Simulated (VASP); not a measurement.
# B32N31 (a cell with a defect) in VASP: single point with PBEsol

Aim: the single point of B32N31 (a cell with a defect) with PBEsol.

Everything below comes from runs of VASP 6.6.1. Logs are shortened: lines on timing, memory, paths and dates and some standing lists are left out, and cuts for length are marked.

**1. The cell of the first run**

The cell holds a defect, 63 atoms: a = 7.212 Å, b = 7.212 Å, c = 7.212 Å, α = 90.00°, β = 90.00°, γ = 90.00°.

**2. Single point, PBEsol, collinear spin**

File INCAR:

```
PREC = Accurate ; ENCUT = 520
EDIFF = 1E-6 ; ISMEAR = -1
SIGMA = 0.05 ; LREAL = Auto
LASPH = T ; NELM = 200
ALGO = Normal ; ISIF = 2
LWAVE = F ; LCHARG = T
ISPIN = 2 ; MAGMOM = 0 0 0 0 0 0 0 0.5 0 0 0 0 0 0 0 0.5 0 0 0 0 0 0 0 0.5 0 0 0 0 0 0 0 0.5 0 0 0 0 0 0 0 0 0 0 0 0 0 0 0 0 0 0 0 0 0 0 0 0 0 0 0 0 0 0 0
LORBIT = 11 ; GGA = PS
LELF = T ; LVHAR = T
NELECT = 252.0 ; ISYM = -1
NBANDS = 166 ; GGA_COMPAT = F
```

File KPOINTS:

```
explicit points
1
Reciprocal
  0.25000000   0.25000000   0.25000000 1
```

File POSCAR:

```
B32N31
1.0
    7.2115910000      0.0000000000      0.0000000000
    0.0000000000      7.2115910000      0.0000000000
    0.0000000000      0.0000000000      7.2115910000
B N
32 31
Direct
    0.9999980000      0.0001760000      0.0006530000
    0.9946570000      0.9948190000      0.5017930000
    0.0023310000      0.5007050000      0.9997560000
    0.0003290000      0.4992420000      0.4972010000
    0.5005200000      0.0025200000      0.9997630000
    0.4991210000      0.0004410000      0.4972010000
    0.5032410000      0.5034430000      0.9953700000
    0.5020140000      0.5021210000      0.4880270000
    0.2516190000      0.2517960000      0.9978680000
    0.2510680000      0.2512020000      0.4976300000
    0.2519760000      0.7519400000      0.9976490000
    0.2496130000      0.7505360000      0.4989270000
    0.7517850000      0.2521740000      0.9976040000
    0.7504060000      0.2497400000      0.4989000000
    0.7506300000      0.7508190000      0.0000490000
    0.7043360000      0.7041820000      0.5557480000
    0.2488620000      0.0001360000      0.2494140000
    0.2497850000      0.0023020000      0.7489760000
    0.2502140000      0.5007720000      0.2472110000
    0.2538140000      0.5030060000      0.7463330000
    0.7476600000      0.9954090000      0.2542970000
    0.7516230000      0.0003920000      0.7503680000
    0.7519040000      0.4999470000      0.2498810000
    0.7622770000      0.5070060000      0.7429580000
    0.9999760000      0.2490080000      0.2494120000
    0.0021410000      0.2499670000      0.7489700000
    0.9952470000      0.7478370000      0.2542900000
    0.0001900000      0.7518060000      0.7504080000
    0.5006010000      0.2503600000      0.2471760000
    0.5028220000      0.2539870000      0.7463200000
    0.4997920000      0.7521020000      0.2499080000
    0.5064830000      0.7625090000      0.7433040000
    0.1256740000      0.1258350000      0.1243010000
    0.1253870000      0.1255330000      0.6240670000
    0.1262430000      0.6253970000      0.1239620000
    0.1261580000      0.6261630000      0.6239430000
    0.6252220000      0.1264450000      0.1239240000
    0.6260250000      0.1263220000      0.6239320000
    0.6262280000      0.6264150000      0.1240650000
    0.3770180000      0.3771900000      0.1217120000
    0.3795640000      0.3797160000      0.6214020000
    0.3743990000      0.8767600000      0.1232820000
    0.3730920000      0.8796530000      0.6236170000
    0.8765880000      0.3745650000      0.1232560000
    0.8795430000      0.3732790000      0.6235400000
    0.8746000000      0.8747760000      0.1266990000
    0.8723420000      0.8725010000      0.6326640000
    0.3743310000      0.1271030000      0.3731120000
    0.3767010000      0.1283100000      0.8731480000
    0.3733310000      0.6260330000      0.3710850000
    0.3810310000      0.6285000000      0.8687850000
    0.8743920000      0.1233910000      0.3755160000
    0.8766910000      0.1269710000      0.8754970000
    0.8738510000      0.6172020000      0.3764810000
    0.8797220000      0.6262840000      0.8772130000
    0.1269620000      0.3744780000      0.3731250000
    0.1281390000      0.3768670000      0.8731530000
    0.1232530000      0.8745400000      0.3755210000
    0.1267820000      0.8768720000      0.8755230000
    0.6258550000      0.3734690000      0.3709940000
    0.6282530000      0.3813150000      0.8687070000
    0.6170120000      0.8740560000      0.3764370000
    0.6260050000      0.8799530000      0.8772750000
```

Potentials or basis: VASP PAW PBE potentials, release 64 (B, N).

Launch:

```bash
$ cat potpaw_PBE.64/B/POTCAR potpaw_PBE.64/N/POTCAR > POTCAR
$ mpirun -np 1 vasp_std > vasp.out
```

OUTCAR:

```text
PREC = Accurate
   ENCUT = 520
   EDIFF = 1E-6
   ISMEAR = -1
   LREAL = Auto
   LASPH = T
   NELM = 200
   ISIF = 2
   ISPIN = 2
   LORBIT = 11
   GGA = PS
   NELECT = 252.0
   ISYM = -1

 ion  position               nearest neighbor table
   1  1.000  0.000  0.001-  33 1.56  59 1.56  53 1.56  46 1.57
   2  0.995  0.995  0.502-  52 1.56  58 1.56  47 1.56  34 1.60
   3  0.002  0.501  1.000-  55 1.54  35 1.55  44 1.56  57 1.57
   4  0.000  0.499  0.497-  54 1.52  45 1.55  56 1.56  36 1.58
   5  0.501  0.003  1.000-  63 1.54  37 1.55  42 1.56  49 1.57
   6  0.499  0.000  0.497-  62 1.52  43 1.55  48 1.56  38 1.58
   7  0.503  0.503  0.995-  61 1.56  51 1.56  39 1.56  40 1.58
   8  0.502  0.502  0.488-  60 1.54  50 1.54  41 1.58  16 2.12
   9  0.252  0.252  0.998-  57 1.55  49 1.55  40 1.56  33 1.58
  10  0.251  0.251  0.498-  48 1.55  56 1.55  34 1.57  41 1.59
  11  0.252  0.752  0.998-  59 1.55  42 1.55  35 1.58  51 1.59
  12  0.250  0.751  0.499-  36 1.55  58 1.56  50 1.57  43 1.57
  13  0.752  0.252  0.998-  53 1.55  44 1.55  37 1.58  61 1.59
  14  0.750  0.250  0.499-  38 1.55  52 1.56  60 1.57  45 1.57
  15  0.751  0.751  0.000-  39 1.55  46 1.56  55 1.57  63 1.57
  16  0.704  0.704  0.556-  47 1.80  54 1.89  62 1.89  24 2.00  32 2.01   8 2.12
  17  0.249  0.000  0.249-  33 1.56  42 1.56  48 1.57  58 1.57
  18  0.250  0.002  0.749-  43 1.55  34 1.55  59 1.56  49 1.57
  19  0.250  0.501  0.247-  35 1.55  50 1.55  56 1.56  40 1.57
  20  0.254  0.503  0.746-  36 1.55  41 1.56  51 1.56  57 1.58
  21  0.748  0.995  0.254-  62 1.56  46 1.56  52 1.57  37 1.60
  22  0.752  0.000  0.750-  47 1.53  63 1.55  53 1.57  38 1.57
[... 39 lines left out ...]
  62  0.617  0.874  0.376-   6 1.52  31 1.52  21 1.56  16 1.89
  63  0.626  0.880  0.877-   5 1.54  32 1.55  22 1.55  15 1.57

IMPORTANT INFORMATION: All symmetrisations will be switched off!
NOSYMM: (Re-)initialisation of all symmetry stuff for point group C_1.

----------------------------------------------------------------------------------------

                                     Primitive cell

  volume of cell :     375.0535

  direct lattice vectors                    reciprocal lattice vectors
     7.211591000  0.000000000  0.000000000     0.138665656  0.000000000  0.000000000
     0.000000000  7.211591000  0.000000000     0.000000000  0.138665656  0.000000000
     0.000000000  0.000000000  7.211591000     0.000000000  0.000000000  0.138665656

  length of vectors
     7.211591000  7.211591000  7.211591000     0.138665656  0.138665656  0.138665656

  position of ions in fractional coordinates (direct lattice)
     0.999998000  0.000176000  0.000653000
     0.994657000  0.994819000  0.501793000
     0.002331000  0.500705000  0.999756000
     0.000329000  0.499242000  0.497201000
     0.500520000  0.002520000  0.999763000
     0.499121000  0.000441000  0.497201000
[... 55 lines left out ...]
     0.617012000  0.874056000  0.376437000
     0.626005000  0.879953000  0.877275000

  ion indices of the primitive-cell ions
   primitive index   ion index
                 1           1
                 2           2
                 3           3
                 4           4
                 5           5
                 6           6
[... 55 lines left out ...]
                62          62
                63          63

----------------------------------------------------------------------------------------

 KPOINTS: explicit points

Read explicit list of k-points.

 Found      1 k-points:

 Following reciprocal coordinates:
            Coordinates               Weight
  0.250000  0.250000  0.250000      1.000000
   k-points           NKPTS =      1   k-points in BZ     NKDIM =      1   number of bands    NBANDS=    166
   number of dos      NEDOS =    301   number of ions     NIONS =     63
   total plane-waves  NPLWV = 157464
   dimension x,y,z NGX =    54 NGY =   54 NGZ =   54
   dimension x,y,z NGXF=   108 NGYF=  108 NGZF=  108
   ions per type =              32  31
   NGX,Y,Z   is equivalent  to a cutoff of  12.45, 12.45, 12.45 a.u.
   NGXF,Y,Z  is equivalent  to a cutoff of  24.90, 24.90, 24.90 a.u.
 SYSTEM =  unknown system
   PREC   = accura    normal or accurate (medium, high low for compatibility)
   ISTART =      0    job   : 0-new  1-cont  2-samecut
   ICHARG =      2    charge: 1-file 2-atom 10-const
   ISPIN  =      2    spin polarized calculation?
   LNONCOLLINEAR =      F non collinear calculations
   LSORBIT =      F    spin-orbit coupling
   LASPH  =      T    aspherical Exc in radial PAW
   ENCUT  =  520.0 eV  38.22 Ry    6.18 a.u.  13.41 13.41 13.41*2*pi/ulx,y,z
   NELM   =    200;   NELMIN=  2; NELMDL= -5     # of ELM steps
   EDIFF  = 0.1E-05   stopping-criterion for ELM
   LREAL  =      T    real-space projection
   EDIFFG = 0.1E-04   stopping-criterion for IOM
   NSW    =      0    number of steps for IOM
   IBRION =     -1    ionic relax: 0-MD 1-quasi-New 2-CG
   NFREE  =      0    steps in history (QN), initial steepest desc. (CG)
   ISIF   =      2    stress and relaxation
   ISYM   =     -1    0-nonsym 1-usesym 2-fastsym
   POTIM  = 0.5000    time-step for ionic-motion
   TEBEG  =    0.0;   TEEND  =   0.0 temperature during run
   PSTRESS=    0.0 pullay stress
   NELECT =     252.0000    total number of electrons
   NUPDOWN=      -1.0000    fix difference up-down
   EMIN   =  10.00;   EMAX   =-10.00  energy-range for DOS
   EFERMI =   0.00;   METHOD = LEGACY
   ISMEAR =    -1;   SIGMA  =   0.05  broadening in eV -4-tet -1-fermi 0-gaus
   EFERMI_NEDOS =   21; number of points for ismear=-14 and -15
   IALGO  =     38    algorithm
   IMIX   =      4    mixing-type and parameters
     AMIX     =   0.40;   BMIX     =  1.00
     AMIX_MAG =   1.60;   BMIX_MAG =  1.00
  volume/ion in A,a.u.               =       5.95        40.17
  Fermi-wavevector in a.u.,A,eV,Ry     =   1.433873  2.709626 27.973454  2.055991
  Thomas-Fermi vector in A             =   2.553343
   LORBIT       =     11    0 simple, 1 ext, 2 COOP (PROOUT), +10 PAW based schemes
   GGA     = PS    functional components
   LHFCALC =     F    Hartree Fock is set to
   AEXX    =    0.0000 exact exchange contribution
   IVDW    =     0    specifies the selected vdW correction
   LEPSILON=     F    determine dielectric tensor
   LRPA    =     F    only Hartree local field effects (RPA)
 spin polarized calculation
  energy-cutoff  :      520.00
  volume of cell :      375.05
 maximum number of plane-waves:     10107
 NGX is ok and might be reduce to    54
   NGX = 27   NGY = 27   NGZ = 27

 number of electron     252.0000031 magnetization       1.9996149

 Free energy of the ion-electron system (eV)
  ---------------------------------------------------
  ext. energy  EPLUGINS =         0.00000000
  ---------------------------------------------------
  free energy    TOTEN  =      -559.23390973 eV

  energy without entropy =     -559.23370726  energy(sigma->0) =     -559.23380849

 E-fermi :  10.3888     XC(G=0): -12.9997

 val. band max:        9.9559877754   @ k =   0.2500   0.2500   0.2500
 cond. band min:      10.8394824376   @ k =   0.2500   0.2500   0.2500
 fundamental gap:      0.8834946621
 Fermi energy:        10.3888038124

 spin component 1

 k-point     1 :       0.2500    0.2500    0.2500
  band No.  band energies     occupation
      1     -12.6631      1.00000
      2     -11.7323      1.00000
      3     -11.6673      1.00000
      4     -11.5660      1.00000
      5     -10.7907      1.00000
      6     -10.7177      1.00000
[... 130 lines left out ...]
    137      15.4192      0.00000
    138      15.4256      0.00000
 Fermi energy:        10.3888038124

 spin component 2

 k-point     1 :       0.2500    0.2500    0.2500
  band No.  band energies     occupation
      1     -12.6420      1.00000
      2     -11.7081      1.00000
      3     -11.6483      1.00000
      4     -11.5401      1.00000
      5     -10.7673      1.00000
      6     -10.6963      1.00000
[... 130 lines left out ...]
    137      15.4677      0.00000
    138      15.5124      0.00000
 [bands above 138 left out]

------------------------ aborting loop because EDIFF is reached ----------------------------------------

  FORCE on cell =-STRESS in cart. coord.  units (eV):
  Direction    XX          YY          ZZ          XY          YZ          ZX
  --------------------------------------------------------------------------------------
  -------------------------------------------------------------------------------------
  Total       10.3049343     10.3013376      9.6642192    -11.2710400      7.4829017      7.4382219
  in kB       44.0212678     44.0059030     41.2842204    -48.1483389     31.9659310     31.7750649
  external PRESSURE =      43.1037971 kB  Pullay stress =       0.0000000 kB

 VOLUME and BASIS-vectors are now :
 -----------------------------------------------------------------------------
  energy-cutoff  :      520.00
  volume of cell :      375.05
      direct lattice vectors                 reciprocal lattice vectors
     7.211591000  0.000000000  0.000000000     0.138665656  0.000000000  0.000000000
     0.000000000  7.211591000  0.000000000     0.000000000  0.138665656  0.000000000
     0.000000000  0.000000000  7.211591000     0.000000000  0.000000000  0.138665656

 POSITION                                       TOTAL-FORCE (eV/Angst)
 -----------------------------------------------------------------------------------
      7.21158      0.00127      0.00471         0.000495      0.001440     -0.001775
      7.17306      7.17423      3.61873         0.001548     -0.002323      0.003740
      0.01681      3.61088      7.20983         0.001950      0.000651     -0.000452
      0.00237      3.60033      3.58561         0.000164      0.004447      0.001881
      3.60955      0.01817      7.20988        -0.001099      0.008485      0.005378
      3.59946      0.00318      3.58561        -0.000769      0.003677      0.007759
[... 55 lines left out ...]
      4.44964      6.30333      2.71471         0.022795     -0.010722      0.004445
      4.51449      6.34586      6.32655         0.010999     -0.011970      0.006906
 -----------------------------------------------------------------------------------
    total drift:                                0.000987     -0.001106      0.000872

  FREE ENERGIE OF THE ION-ELECTRON SYSTEM (eV)
  ---------------------------------------------------
  free  energy   TOTEN  =      -559.2339097258 eV

  energy  without entropy=     -559.2337072630  energy(sigma->0) =     -559.23380849

 total charge

# of ion       s       p       d       tot
------------------------------------------
    1        0.678   1.370   0.000   2.048
    2        0.671   1.347   0.000   2.018
    3        0.682   1.390   0.000   2.072
    4        0.685   1.392   0.000   2.077
    5        0.683   1.390   0.000   2.073
    6        0.685   1.392   0.000   2.076
[... 55 lines left out ...]
   62        1.215   2.709   0.000   3.924
   63        1.212   2.772   0.000   3.984
--------------------------------------------------
tot         59.145 128.859   0.000 188.004

 magnetization (x)

# of ion       s       p       d       tot
------------------------------------------
    1        0.000   0.001   0.000   0.001
    2        0.001   0.004   0.000   0.005
    3        0.003   0.010   0.000   0.013
    4        0.000   0.001   0.000   0.001
    5        0.003   0.010   0.000   0.013
    6        0.000   0.001   0.000   0.001
[... 55 lines left out ...]
   62        0.011   0.062   0.000   0.073
   63        0.004   0.015   0.000   0.019
--------------------------------------------------
tot          0.213   1.068   0.000   1.281
```

It took 5.3 min on 1 thread of Intel Xeon Platinum 8488C (Sapphire Rapids), shared host; peak memory 0.54 GiB.

Results:

```yaml
Free_energy: -559.2339 eV
Largest_force: 0.037 eV/Å
Net_moment: 2.00 μB per cell
Site_moments: B +0.00, +0.01, +0.24, -0.00, +0.19, +0.20 (each value once); N +0.00, +0.01, -0.00, +0.03, +0.06, +0.07, +0.02 (each value once) μB
Valence_electrons_inside_the_program's_atomic_spheres: B 2.05, 2.02, 2.07, 2.08, 1.98, 2.06, 2.04, 1.61, 1.96 (each value once); N 3.97, 3.96, 3.95, 3.98, 3.93, 3.94, 3.92 (each value once)
```

Forces on the atoms (eV/Å):
```
B    0.000  0.001 -0.002
B    0.002 -0.002  0.004
B    0.002  0.001  0.000
B    0.000  0.004  0.002
B   -0.001  0.008  0.005
B   -0.001  0.004  0.008
B   -0.005 -0.007  0.000
B    0.018  0.018 -0.008
B    0.002  0.000  0.014
B   -0.004 -0.002  0.009
B   -0.002 -0.008 -0.002
B    0.009 -0.002  0.005
B   -0.017  0.006 -0.007
B   -0.005  0.019  0.002
B   -0.003  0.003 -0.010
B    0.006  0.010 -0.016
B    0.003  0.002  0.006
B    0.000  0.003  0.012
B    0.002 -0.006 -0.001
B   -0.003 -0.001  0.017
B   -0.007 -0.002  0.000
B   -0.005  0.012  0.006
B   -0.005  0.007  0.000
B   -0.027 -0.005  0.009
B    0.003  0.005  0.005
B    0.001  0.002  0.009
B   -0.005 -0.006  0.005
B    0.022  0.000 -0.001
B   -0.005  0.004 -0.001
B    0.005  0.001  0.020
B    0.004 -0.009  0.000
B    0.025 -0.024 -0.007
N    0.002  0.003 -0.007
N   -0.004  0.000 -0.005
N   -0.004  0.005 -0.006
N   -0.012  0.004  0.002
N    0.008 -0.006 -0.005
N   -0.001 -0.010  0.000
N   -0.001 -0.003  0.008
N   -0.001  0.002 -0.007
N   -0.005 -0.002  0.002
N    0.003 -0.001  0.000
N   -0.002  0.002 -0.013
N    0.001  0.007  0.003
N   -0.009 -0.004 -0.001
N    0.000  0.000 -0.002
N   -0.020 -0.017 -0.026
N   -0.002 -0.005 -0.007
N    0.003 -0.004 -0.008
N    0.008 -0.004 -0.002
N    0.006 -0.007 -0.005
N    0.002 -0.001 -0.006
N    0.003 -0.004 -0.006
N   -0.009  0.017  0.004
N   -0.002 -0.007  0.020
N   -0.005 -0.001 -0.013
N   -0.006  0.008 -0.009
N   -0.003  0.004 -0.004
N   -0.002  0.002 -0.006
N    0.000  0.004  0.012
N    0.009  0.004 -0.010
N    0.023 -0.011  0.004
N    0.011 -0.012  0.007
```

Levels at points of the mesh, in eV from the Fermi level:
Spin up:
| k point | band 123 | band 124 | band 125 | band 126 | band 127 | band 128 | band 129 | band 130 | band 131 | band 132 |
| --- | --- | --- | --- | --- | --- | --- | --- | --- | --- | --- |
| (0.25, 0.25, 0.25) | -4.03 | -3.68 | -3.66 | -0.52 | -0.43 | 2.26 | 2.35 | 2.43 | 2.98 | 3.54 |
Spin down:
```csv
k point,band 121,band 122,band 123,band 124,band 125,band 126,band 127,band 128,band 129,band 130
"(0.25, 0.25, 0.25)",-4.22,-4.11,-3.95,-3.66,-3.53,0.45,0.47,2.36,2.43,2.50
```

Caveat: the cell carries a net charge on a neutralising background, which shifts energy and pressure; the cell is charged against a uniform background, so pressure and absolute levels hang on convention; the PAW data sets were made with another functional, which shifts forces and pressure a little.
